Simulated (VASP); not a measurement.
# PbF2 (P1) in VASP: single point with PBEsol

Aim: the single point of PbF2 with PBEsol.

Program: VASP 6.6.1. These are calculated values, not measurements. Logs are shortened: lines on timing, memory, paths and dates and some standing lists are left out, and cuts for length are marked.

### Step 1. The cell of the first run

The typed cell holds 24 atoms: a = 8.373 Å, b = 8.373 Å, c = 8.373 Å, α = 60.00°, β = 60.00°, γ = 60.00°.

### Step 2. Single point, PBEsol

Contents of INCAR:

```
PREC     = Accurate       # precision mode
ENCUT    = 520            # plane-wave cutoff, eV
EDIFF    = 1E-6           # SCF threshold, eV
ISMEAR   = -1             # smearing method
SIGMA    = 0.069          # smearing width, eV
LREAL    = Auto         
LASPH    = T              # aspherical terms in the spheres
NELM     = 80             # most SCF steps
ALGO     = Normal         # electronic algorithm
ISIF     = 2              # what is computed and relaxed
LWAVE    = F              # write WAVECAR
LCHARG   = F              # write CHGCAR
GGA      = PS             # functional
NBANDS   = 130            # bands
```

Contents of KPOINTS:

```
regular mesh
0
Gamma
  2 2 2
```

Contents of POSCAR:

```
PbF2
1.0
    0.0000000000      5.9208777827      5.9208777827
    5.9208777827      0.0000000000      5.9208777827
    5.9208777827      5.9208777827      0.0000000000
Pb F
8 16
Direct
    0.0148898530      0.0016254347     -0.0139982623
    0.0059980971     -0.0163955419      0.4937477359
   -0.0154681457      0.5124628664     -0.0033005241
   -0.0339575494      0.5065219398      0.5000450286
    0.5079058563      0.0032391312     -0.0037007182
    0.4600506209      0.0354547936      0.5071728568
    0.5445324356      0.4839637137      0.0068893501
    0.5037794411      0.4943820169      0.5040763565
    0.1357737027      0.0901502310      0.1207337030
    0.3736074415      0.3974756930      0.3770469653
    0.1109086396      0.0961297498      0.6450027581
    0.4167795875      0.3732171278      0.8757649103
    0.1163544537      0.5843735721      0.1300867081
    0.3796399930      0.8981129480      0.3591420188
    0.1237046308      0.5919208483      0.6321525519
    0.3889457078      0.8680309219      0.8823738965
    0.6532811759      0.1152464255      0.1387098383
    0.8793731590      0.3558854071      0.3738101142
    0.6385983867      0.1227470025      0.6397095395
    0.8800068489      0.3708041410      0.8489310512
    0.6524096835      0.5852978439      0.1456839732
    0.8783624981      0.8495260643      0.4016213621
    0.6255899270      0.6113565645      0.6245238689
    0.8804762894      0.8579206811      0.9036064746
```

Potentials or basis: VASP PAW PBE potentials, release 64 (Pb_d, F).

On the command line:

```console
> cat potpaw_PBE.64/Pb_d/POTCAR potpaw_PBE.64/F/POTCAR > POTCAR
> mpirun -np 1 vasp_std > vasp.out
```

OUTCAR:

```text
PREC = Accurate
   ENCUT = 520
   EDIFF = 1E-6
   ISMEAR = -1
   LREAL = Auto
   LASPH = T
   NELM = 80
   ISIF = 2
   GGA = PS

 ion  position               nearest neighbor table
   1  0.015  0.002  0.986-  11 2.35   9 2.36  24 2.48  17 2.48  20 2.53  16 2.56  22 2.84  13 2.87
                             6 3.88   7 4.00
   2  0.006  0.984  0.494-  22 2.43  19 2.53  11 2.53  18 2.55   9 2.55  14 2.57  15 2.68  24 2.81
                             3 4.08   6 4.10   8 4.13
   3  0.985  0.512  0.997-  21 2.29  13 2.32  24 2.37  15 2.51  18 2.59  20 2.70   9 2.89  12 2.96
                             7 3.77   5 4.05   2 4.08   4 4.12
   4  0.966  0.507  0.500-  23 2.33  22 2.37  20 2.40  18 2.50  13 2.55  15 2.58  10 2.80  11 2.81
                             8 3.91   7 3.92   6 4.05   3 4.12
   5  0.508  0.003  0.996-  19 2.44  14 2.48  16 2.52  12 2.55  24 2.56   9 2.56  17 2.74  21 2.86
                             3 4.05   8 4.12
   6  0.460  0.035  0.507-  11 2.42  10 2.49  14 2.52  17 2.57  16 2.60  19 2.75  22 2.88  23 2.91
                             1 3.88   7 4.01   8 4.02   4 4.05   2 4.10
   7  0.545  0.484  0.007-  20 2.33  21 2.39  17 2.52  12 2.53  10 2.56  16 2.63  23 2.64  13 2.96
                             3 3.77   4 3.92   1 4.00   6 4.01   8 4.05
   8  0.504  0.494  0.504-  10 2.43  23 2.46  21 2.46  19 2.55  12 2.56  18 2.57  15 2.61  14 2.76
                             4 3.91   6 4.02   7 4.05   5 4.12   2 4.13
   9  0.136  0.090  0.121-   1 2.36   2 2.55   5 2.56   3 2.89
  10  0.374  0.397  0.377-   8 2.43   6 2.49   7 2.56   4 2.80
  11  0.111  0.096  0.645-   1 2.35   6 2.42   2 2.53   4 2.81
  12  0.417  0.373  0.876-   7 2.53   5 2.55   8 2.56   3 2.96
  13  0.116  0.584  0.130-   3 2.32   4 2.55   1 2.87   7 2.96
  14  0.380  0.898  0.359-   5 2.48   6 2.52   2 2.57   8 2.76
[... 8 lines left out ...]
  23  0.626  0.611  0.625-   4 2.33   8 2.46   7 2.64   6 2.91
  24  0.880  0.858  0.904-   3 2.37   1 2.48   5 2.56   2 2.81

  LATTYP: Found a face centered cubic cell.
 ALAT       =    11.8417555654

  Lattice vectors:

 A1 = (   0.0000000000,   5.9208777827,   5.9208777827)
 A2 = (   5.9208777827,   0.0000000000,   5.9208777827)
 A3 = (   5.9208777827,   5.9208777827,   0.0000000000)

Analysis of symmetry for initial positions (statically):
=====================================================================
 Subroutine PRICEL returns:
 Original cell was already a primitive cell.

 Routine SETGRP: Setting up the symmetry group for a
 face centered cubic supercell.

 Subroutine GETGRP returns: Found  1 space group operations
 (whereof  1 operations were pure point group operations)
 out of a pool of 48 trial point group operations.

The static configuration has the point symmetry C_1 .

Analysis of symmetry for dynamics (positions and initial velocities):
=====================================================================
 Subroutine PRICEL returns:
 Original cell was already a primitive cell.

 Routine SETGRP: Setting up the symmetry group for a
 face centered cubic supercell.

 Subroutine GETGRP returns: Found  1 space group operations
 (whereof  1 operations were pure point group operations)
 out of a pool of 48 trial point group operations.

The dynamic configuration has the point symmetry C_1 .

 Subroutine INISYM returns: Found  1 space group operations
 (whereof  1 operations are pure point group operations),
 and found     1 'primitive' translations

----------------------------------------------------------------------------------------

                                     Primitive cell

  volume of cell :     415.1340

  direct lattice vectors                    reciprocal lattice vectors
     0.000000000  5.920877783  5.920877783    -0.084446938  0.084446938  0.084446938
     5.920877783  0.000000000  5.920877783     0.084446938 -0.084446938  0.084446938
     5.920877783  5.920877783  0.000000000     0.084446938  0.084446938 -0.084446938

  length of vectors
     8.373385661  8.373385661  8.373385661     0.146266387  0.146266387  0.146266387

  position of ions in fractional coordinates (direct lattice)
     0.014889853  0.001625435  0.986001738
     0.005998097  0.983604458  0.493747736
     0.984531854  0.512462866  0.996699476
     0.966042451  0.506521940  0.500045029
     0.507905856  0.003239131  0.996299282
     0.460050621  0.035454794  0.507172857
[... 16 lines left out ...]
     0.625589927  0.611356564  0.624523869
     0.880476289  0.857920681  0.903606475

  ion indices of the primitive-cell ions
   primitive index   ion index
                 1           1
                 2           2
                 3           3
                 4           4
                 5           5
                 6           6
[... 16 lines left out ...]
                23          23
                24          24

----------------------------------------------------------------------------------------

 KPOINTS: regular mesh

Automatic generation of k-mesh.
 Grid dimensions read from file:
 generate k-points for:    2    2    2

 Generating k-lattice:

  Cartesian coordinates                     Fractional coordinates (reciprocal lattice)
    -0.042223469  0.042223469  0.042223469     0.500000000  0.000000000  0.000000000
     0.042223469 -0.042223469  0.042223469     0.000000000  0.500000000  0.000000000
     0.042223469  0.042223469 -0.042223469     0.000000000  0.000000000  0.500000000

  Length of vectors
     0.073133194  0.073133194  0.073133194

  Shift w.r.t. Gamma in fractional coordinates (k-lattice)
     0.000000000  0.000000000  0.000000000

 Subroutine IBZKPT returns following result:
 ===========================================

 Found      8 irreducible k-points:

 Following reciprocal coordinates:
            Coordinates               Weight
  0.000000  0.000000  0.000000      1.000000
  0.500000  0.000000  0.000000      1.000000
  0.000000  0.500000  0.000000      1.000000
  0.000000  0.000000  0.500000      1.000000
  0.500000  0.500000  0.500000      1.000000
  0.500000  0.500000  0.000000      1.000000
  0.000000  0.500000  0.500000      1.000000
  0.500000  0.000000  0.500000      1.000000
   k-points           NKPTS =      8   k-points in BZ     NKDIM =      8   number of bands    NBANDS=    130
   number of dos      NEDOS =    301   number of ions     NIONS =     24
   total plane-waves  NPLWV = 262144
   dimension x,y,z NGX =    64 NGY =   64 NGZ =   64
   dimension x,y,z NGXF=   128 NGYF=  128 NGZF=  128
   ions per type =               8  16
   NGX,Y,Z   is equivalent  to a cutoff of  12.71, 12.71, 12.71 a.u.
   NGXF,Y,Z  is equivalent  to a cutoff of  25.41, 25.41, 25.41 a.u.
 SYSTEM =  unknown system
   PREC   = accura    normal or accurate (medium, high low for compatibility)
   ISTART =      0    job   : 0-new  1-cont  2-samecut
   ICHARG =      2    charge: 1-file 2-atom 10-const
   ISPIN  =      1    spin polarized calculation?
   LNONCOLLINEAR =      F non collinear calculations
   LSORBIT =      F    spin-orbit coupling
   LASPH  =      T    aspherical Exc in radial PAW
   ENCUT  =  520.0 eV  38.22 Ry    6.18 a.u.  15.57 15.57 15.57*2*pi/ulx,y,z
   NELM   =     80;   NELMIN=  2; NELMDL= -5     # of ELM steps
   EDIFF  = 0.1E-05   stopping-criterion for ELM
   LREAL  =      T    real-space projection
   EDIFFG = 0.1E-04   stopping-criterion for IOM
   NSW    =      0    number of steps for IOM
   IBRION =     -1    ionic relax: 0-MD 1-quasi-New 2-CG
   NFREE  =      0    steps in history (QN), initial steepest desc. (CG)
   ISIF   =      2    stress and relaxation
   ISYM   =      2    0-nonsym 1-usesym 2-fastsym
   POTIM  = 0.5000    time-step for ionic-motion
   TEBEG  =    0.0;   TEEND  =   0.0 temperature during run
   PSTRESS=    0.0 pullay stress
   NELECT =     224.0000    total number of electrons
   NUPDOWN=      -1.0000    fix difference up-down
   EMIN   =  10.00;   EMAX   =-10.00  energy-range for DOS
   EFERMI =   0.00;   METHOD = LEGACY
   ISMEAR =    -1;   SIGMA  =   0.07  broadening in eV -4-tet -1-fermi 0-gaus
   EFERMI_NEDOS =   21; number of points for ismear=-14 and -15
   IALGO  =     38    algorithm
   IMIX   =      4    mixing-type and parameters
     AMIX     =   0.40;   BMIX     =  1.00
     AMIX_MAG =   1.60;   BMIX_MAG =  1.00
  volume/ion in A,a.u.               =      17.30       116.73
  Fermi-wavevector in a.u.,A,eV,Ry     =   1.332789  2.518606 24.168391  1.776327
  Thomas-Fermi vector in A             =   2.461697
   LORBIT       =      0    0 simple, 1 ext, 2 COOP (PROOUT), +10 PAW based schemes
   GGA     = PS    functional components
   LHFCALC =     F    Hartree Fock is set to
   AEXX    =    0.0000 exact exchange contribution
   IVDW    =     0    specifies the selected vdW correction
   LEPSILON=     F    determine dielectric tensor
   LRPA    =     F    only Hartree local field effects (RPA)
 non-spin polarized calculation
  energy-cutoff  :      520.00
  volume of cell :      415.13
 maximum number of plane-waves:     11228
 NGX is ok and might be reduce to    64
   NGX = 31   NGY = 31   NGZ = 31

 number of electron     224.0000002 magnetization

 Free energy of the ion-electron system (eV)
  ---------------------------------------------------
  ext. energy  EPLUGINS =         0.00000000
  ---------------------------------------------------
  free energy    TOTEN  =      -118.12966527 eV

  energy without entropy =     -118.12966527  energy(sigma->0) =     -118.12966527

 E-fermi :   3.8205     XC(G=0):  -9.6650

 val. band max:        2.1888412294   @ k =   0.0000   0.0000   0.0000
 cond. band min:       5.9746904153   @ k =   0.0000   0.0000   0.0000
 fundamental gap:      3.7858491859
 Fermi energy:         3.8205339726

 k-point     1 :       0.0000    0.0000    0.0000
  band No.  band energies     occupation
      1     -19.8315      2.00000
      2     -19.6580      2.00000
      3     -19.5260      2.00000
      4     -19.2015      2.00000
      5     -19.1190      2.00000
      6     -19.0402      2.00000
[... 116 lines left out ...]
    123       8.9026      0.00000
    124       9.0067      0.00000

 k-point     2 :       0.5000    0.0000    0.0000
  band No.  band energies     occupation
      1     -19.8271      2.00000
      2     -19.6574      2.00000
      3     -19.5269      2.00000
      4     -19.1893      2.00000
      5     -19.1165      2.00000
      6     -19.0536      2.00000
[... 878 lines left out ...]
    123       8.2378      0.00000
    124       8.3028      0.00000
 [bands above 124 left out]

------------------------ aborting loop because EDIFF is reached ----------------------------------------

  FORCE on cell =-STRESS in cart. coord.  units (eV):
  Direction    XX          YY          ZZ          XY          YZ          ZX
  --------------------------------------------------------------------------------------
  -------------------------------------------------------------------------------------
  Total        2.5224034      2.2637321      3.1503411      2.4381852      2.3755717     -1.7601094
  in kB        9.7350200      8.7366979     12.1584966      9.4099861      9.1683343     -6.7930055
  external PRESSURE =      10.2100715 kB  Pullay stress =       0.0000000 kB

 VOLUME and BASIS-vectors are now :
 -----------------------------------------------------------------------------
  energy-cutoff  :      520.00
  volume of cell :      415.13
      direct lattice vectors                 reciprocal lattice vectors
     0.000000000  5.920877783  5.920877783    -0.084446938  0.084446938  0.084446938
     5.920877783  0.000000000  5.920877783     0.084446938 -0.084446938  0.084446938
     5.920877783  5.920877783  0.000000000     0.084446938  0.084446938 -0.084446938

 POSITION                                       TOTAL-FORCE (eV/Angst)
 -----------------------------------------------------------------------------------
      5.84762      5.92616      0.09779         0.042137      0.507775     -0.860587
      8.74722      2.95893      5.85932        -0.137344     -0.194730     -0.040316
      8.93557     11.73063      8.86352        -0.575945      1.176782      0.711016
      5.95976      8.68052      8.71887        -0.534508      0.040980      0.861166
      5.91814      8.90621      3.02643         0.455335     -0.142746      0.233360
      3.21283      5.72681      2.93383        -0.709544      0.427928      0.197133
[... 16 lines left out ...]
      7.31750      7.40177      7.32381         0.421937     -0.149630      0.318013
     10.42979     10.56334     10.29284        -0.259156     -0.480264     -0.241414
 -----------------------------------------------------------------------------------
    total drift:                               -0.008146     -0.007860     -0.005979

  FREE ENERGIE OF THE ION-ELECTRON SYSTEM (eV)
  ---------------------------------------------------
  free  energy   TOTEN  =      -118.1296652695 eV

  energy  without entropy=     -118.1296652695  energy(sigma->0) =     -118.12966527
```

Run time: 19 min. Hardware: 1 thread of AMD EPYC 7R13, shared host; peak memory 0.67 GiB.

What came out:

```
Free energy            : -118.1297 eV
Pressure               : 1.0 GPa
Largest force          : 1.776 eV/Å
Band gap on the k mesh : 3.79 eV
```

Forces in eV/Å, atoms in the order of the input:
```
Pb   0.042  0.508 -0.861
Pb  -0.137 -0.195 -0.040
Pb  -0.576  1.177  0.711
Pb  -0.535  0.041  0.861
Pb   0.455 -0.143  0.233
Pb  -0.710  0.428  0.197
Pb  -0.025 -1.365 -1.137
Pb   0.522  0.350 -0.303
F    0.555  0.294  0.345
F   -0.616  0.119 -0.456
F   -0.192 -0.065  0.537
F   -0.388  0.048 -0.555
F    0.377  0.091  0.413
F    0.181  0.232 -0.121
F    0.381  0.032  0.448
F   -0.228 -0.097  0.184
F    0.332 -0.174 -0.092
F   -0.144 -0.015 -0.323
F   -0.171 -0.350 -0.081
F    0.033  0.515 -0.263
F    0.518 -0.455  0.190
F    0.163 -0.346  0.035
F    0.422 -0.150  0.318
F   -0.259 -0.480 -0.241
```

Caveat: the k points lie up to 0.46 Å⁻¹ apart; the PAW data sets were made with another functional, which shifts forces and pressure a little; spin-orbit coupling is left out, which moves the levels of the heavy elements. A k mesh can miss the band edges.
